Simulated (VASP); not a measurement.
Set up this calculation in VASP 6.6.1, as the native input.

| Quantity | Value |
| --- | --- |
| Task | single point |
| Functional | PBE |
| Potentials or basis | VASP PAW PBE potentials, release 64 (Li_sv) |
| Cutoff | 520 eV |
| k mesh | 8 × 4 × 2 |
| Occupations | gaussian, width 0.2 eV |
| Spin | no spin polarisation |
| Dipole correction | no |
| Further INCAR settings | ALGO = Normal; EDIFF = 1e-06; NBANDS = 22 |

The structure of Li lies in POSCAR:

```
Li
1.0
    1.5866074859     -2.7537413501     -0.0037235417
   -4.3809985773     -2.5351679229     -0.4909822034
   -0.8063894427     -0.4755077888    -10.1544793852
Li
8
Direct
    0.5009952478      0.4985319166      0.5000434348
    0.0009002574     -0.0014299572      0.5001059751
   -0.0011704903      0.5278864571      0.7491568641
    0.4987951656      0.0281901852      0.7492063079
    0.5004483404      0.9589954708      0.2509455785
    0.0005620138      0.4590261293      0.2508294107
    0.4998933605      0.5146526577     -0.0000575672
   -0.0004238950      0.0141471405     -0.0002300040
```

The input as run:

INCAR

```
SYSTEM = Li
PREC = Accurate
ENCUT = 520
EDIFF = 1E-6
ISMEAR = 0
SIGMA = 0.2
LREAL = .False.
LASPH = .True.
NELM = 60
ALGO = Normal
ISIF = 2
LWAVE = .False.
LCHARG = .False.
GGA = PE
NBANDS = 22
```

KPOINTS

```
Automatic mesh
0
Gamma
  8 4 2
  0 0 0
```

Potentials or basis: VASP PAW PBE potentials, release 64 (Li_sv).

Launch:

```console
$ cat potpaw_PBE.64/Li_sv/POTCAR > POTCAR
$ mpirun -np 1 vasp_std > vasp.out
```

Results of the run:

The largest force is 0.010 eV/Å and the band gap on the k mesh is zero (bands 12 and 13 overlap by 1.75 eV).

Wall time 2.2 min on 1 thread of Intel Xeon 8259CL, with other jobs on the host, peak memory 0.29 GiB.
